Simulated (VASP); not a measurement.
**Br: single point with PBEsol**

The system is Br.

```xyz
4
Lattice="3.3632 -2.3226 0.0000 3.3632 2.3226 0.0000 0.0000 0.0000 8.7023" Properties=species:S:1:pos:R:3 pbc="T T T"
Br    3.3632    0.6266    3.3948
Br    3.3632    1.6959    7.7459
Br    3.3632   -0.6266    5.3075
Br    3.3632   -1.6959    0.9564
```

- Program: VASP 6.6.1
- Task: single point
- Functional: PBEsol
- Potentials or basis: VASP PAW PBE potentials, release 64 (Br)
- Cutoff: 520 eV
- k mesh: 7 × 7 × 3
- Occupations: fermi-dirac, width 0.05 eV
- Spin: no spin polarisation
- Dipole correction: no
- Further INCAR settings: ALGO = Normal; EDIFF = 1e-06; NBANDS = 22

```yaml
Pressure: 0.1 GPa
Largest_force: 0.749 eV/Å
Band_gap_on_the_k_mesh: 1.84 eV, indirect (least direct gap 1.86 eV)
```

Forces on the atoms (eV/Å):
```
Br   0.000  0.330 -0.672
Br   0.000 -0.330 -0.672
Br   0.000 -0.330  0.672
Br   0.000  0.330  0.672
```

Stress tensor (GPa, compression positive):
```
 0.03  0.00  0.00
 0.00 -0.47  0.00
 0.00  0.00  0.89
```

Levels at points of the mesh, in eV from the valence-band top:
```csv
k point,band 10,band 11,band 12,band 13,band 14,band 15,band 16,band 17,band 18,band 19
"(0.00, 0.00, 0.00)",-1.63,-0.94,-0.35,-0.06,-0.02,1.84,2.61,5.79,6.51,7.24
```

It took 2 min on 1 thread of AMD EPYC 7R43 64-Core Processor (Zen 3), on a shared host, peak memory 0.22 GiB.

Caveat: the PAW data sets were made with another functional, which shifts forces and pressure a little. A k mesh can miss the band edges.
